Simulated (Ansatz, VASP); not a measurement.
**One calculation of Mg4H, two programs**

The input INCAR:

```
SYSTEM = Mg4H
  ALGO = Normal
  DIPOL = 0.5 0.5 0.303
  EDIFF = 1E-6
  ENCUT = 520
  GGA = PE
  IDIPOL = 3
  ISIF = 2
  ISMEAR = 0
  LASPH = .TRUE.
  LCHARG = .TRUE.
  LDIPOL = .TRUE.
  LELF = .TRUE.
  LREAL = .FALSE.
  LVACPOTAV = .TRUE.
  LVHAR = .TRUE.
  LWAVE = .FALSE.
  NBANDS = 20
  NELM = 60
  PREC = Accurate
  SIGMA = 0.1
```

Contents of KPOINTS:

```
k-points
0
G
  4 5 1
  0 0 0
```

POSCAR

```
Mg4H
1.0
    6.4201385733      0.0000000000      0.0000000000
    0.0000000000      5.1379129567      0.0000000000
    0.0000000000      0.0000000000     21.6644777330
Mg H
8 2
Direct
    0.0000000000      0.7500000000      0.1846340378
    0.5000000000      0.7500000000      0.1846340378
    0.2500000000      0.2500000000      0.2274076137
    0.7500000000      0.2500000000      0.2274076137
    0.2500000000      0.7500000000      0.3173234500
    0.7500000000      0.7500000000      0.3173234500
    0.0000000000      0.2500000000      0.3537808678
    0.5000000000      0.2500000000      0.3537808678
    0.6059999929      0.0833333333      0.4336350891
    0.8940000071      0.0833333333      0.4336350891
```

Input for Ansatz:

```yaml
crystal:
  lattice:
    - [6.4201385733, 0.0, 0.0]
    - [0.0, 5.1379129567, 0.0]
    - [0.0, 0.0, 21.664477733]
  atoms:
    - { symbol: Mg, position: [0.0, 0.75, 0.1846340378] }
    - { symbol: Mg, position: [0.5, 0.75, 0.1846340378] }
    - { symbol: Mg, position: [0.25, 0.25, 0.2274076137] }
    - { symbol: Mg, position: [0.75, 0.25, 0.2274076137] }
    - { symbol: Mg, position: [0.25, 0.75, 0.31732345] }
    - { symbol: Mg, position: [0.75, 0.75, 0.31732345] }
    - { symbol: Mg, position: [0.0, 0.25, 0.3537808678] }
    - { symbol: Mg, position: [0.5, 0.25, 0.3537808678] }
    - { symbol: H, position: [0.6059999929, 0.0833333333, 0.4336350891] }
    - { symbol: H, position: [0.8940000071, 0.0833333333, 0.4336350891] }
basis:
  ecutwfc: 420
kpoints:
  mp_grid: { grid: [4, 5, 1] }
hamiltonian:
  xc: pbe
scf:
  occupations: { method: gaussian, width: 0.1 }
output:
  forces: true
  eigenvalues: true
  write_density: true
  write_potential: true
  elf: true
  volumetric_format: npy
efield:
  axis: 3
  dipole_correction: true
  ramp_width: 0.04
```

Alike in both runs: task single point; functional PBE; k mesh 4 × 5 × 1; occupations gaussian, width 0.1 eV; no spin polarisation.

```csv
,VASP,Ansatz
version,VASP 6.6.1,Ansatz 0.2.0
potentials or method,"VASP PAW PBE potentials, release 64 (Mg, H), cutoff 520 eV","scalar-relativistic, plane waves, PAW"
valence electrons in the cell,18,82
```

|  | VASP | Ansatz | Ansatz less VASP |
| --- | --- | --- | --- |
| gap on the k mesh at the Fermi level (eV) | none | none | - |
| rms of the force components (eV/Å) | 0.351 | 0.353 | +0.0014 |
| work function, face that differs most (eV) | 3.44 | 3.43 | -0.006 |

Atom by atom the forces differ by 0.003 eV/Å (rms over components). A gap of «none» marks a metal or a gap that the smearing closes. With one functional, cell and mesh, what is left measures potentials, basis and numerics. VASP's potentials hold 18 valence electrons a cell and Ansatz's 82, so a difference there can come from the potentials and not from the codes. Ansatz's warnings: xc potential rough in thin density.
